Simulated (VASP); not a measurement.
Here is a VASP 6.6.1 calculation.

INCAR

```
PREC = Accurate
ENCUT = 500
EDIFF = 1E-6
ISMEAR = -1
SIGMA = 0.2
LREAL = False
LASPH = True
NELM = 120
ALGO = Normal
ISIF = 2
LWAVE = False
LCHARG = False
GGA = PE
NBANDS = 15
GGA_COMPAT = False
```

File KPOINTS:

```
Automatic mesh
0
Gamma
  4 4 4
```

The input POSCAR:

```
CsCl
1.0
    4.1406758997      0.0000000000      0.0000000000
    0.0000000000      4.1406758997      0.0000000000
    0.0000000000      0.0000000000      4.1406758997
Cs Cl
1 1
Direct
    0.0000000000      0.0000000000      0.0000000000
    0.5000000000      0.5000000000      0.5000000000
```

Potentials or basis: VASP PAW PBE potentials, release 64 (Cs_sv, Cl).

Command:

```console
$ cat potpaw_PBE.64/Cs_sv/POTCAR potpaw_PBE.64/Cl/POTCAR > POTCAR
$ mpirun -np 1 vasp_std > vasp.out
```

Question: Estimate the pressure.

Answer: 0.8 GPa.

Question: What does it give for the band gap on the k mesh?

Answer: 5.20 eV.

Caveat: spin-orbit coupling is left out, which moves the levels of the heavy elements.
